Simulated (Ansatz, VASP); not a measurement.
**One calculation of Na, two programs**

```
CELL_PARAMETERS angstrom
-2.44756 2.44756 2.44756
2.44756 -2.44756 2.44756
2.44756 2.44756 -2.44756
ATOMIC_POSITIONS crystal
Na 0.00000 0.00000 0.00000
```

Alike in both runs: task single point; functional PBEsol; k mesh 12 × 12 × 12; occupations gaussian, width 0.1 eV; no spin polarisation.

|  | VASP | Ansatz |
| --- | --- | --- |
| version | VASP 6.6.1 | Ansatz 0.2.0 |
| potentials or method | VASP PAW PBE potentials, release 64 (Na_pv), cutoff 520 eV | scalar-relativistic, plane waves, PAW |
| valence electrons in the cell | 7 | 9 |

|  | VASP | Ansatz | Ansatz less VASP |
| --- | --- | --- | --- |
| gap on the k mesh at the Fermi level (eV) | none | none | - |
| pressure (GPa) | -1.5 | -1.6 | -0.04 |

VASP's potentials were made for PBE, not for PBEsol. A gap of «none» marks a metal or a gap that the smearing closes. VASP's potentials hold 7 valence electrons a cell and Ansatz's 9, so a difference there can come from the potentials and not from the codes.
